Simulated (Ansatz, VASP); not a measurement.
## Zn2CdSe3 in VASP and in Ansatz

```
Zn Cd Se
1.0
     4.83518    0.00000    0.00000
    -2.41759    4.18739    0.00000
     0.00000    0.00000    8.10837
Zn Cd Se
2 1 3
Direct
  0.00000 0.00000 0.74806
  0.00000 0.00000 0.25194
  0.00000 0.00000 0.50000
  0.50000 0.00000 0.50000
  0.00000 0.50000 0.50000
  0.50000 0.50000 0.50000
```

Alike in both runs: task relaxation of cell and atoms; functional PBE; k mesh 3 × 3 × 2; occupations gaussian, width 0.15 eV; no spin polarisation.

|  | VASP | Ansatz |
| --- | --- | --- |
| version | VASP 6.6.1 | Ansatz 0.2.0 |
| potentials or method | VASP PAW PBE potentials, release 64 (Zn, Cd, Se), cutoff 600 eV | scalar-relativistic, plane waves, PAW |
| valence electrons in the cell | 54 | 92 |

|  | VASP | Ansatz | Ansatz less VASP |
| --- | --- | --- | --- |
| gap on the k mesh at the Fermi level, each at its own relaxed structure (eV) | none | none | - |
| relaxed volume (Å³/atom) | 39.22 | 39.26 | +0.040 |
| relaxed cell length with the largest relative difference (Å) | 7.740 | 7.721 | -0.0194 |

A gap of «none» marks a metal or a gap that the smearing closes. VASP's potentials hold 54 valence electrons a cell and Ansatz's 92, so a difference there can come from the potentials and not from the codes.

The k mesh is coarse, so the values compare programs but aren't converged. Noted on VASP's run: the volume moved by over 15 % at a fixed basis, so the end points are rough.
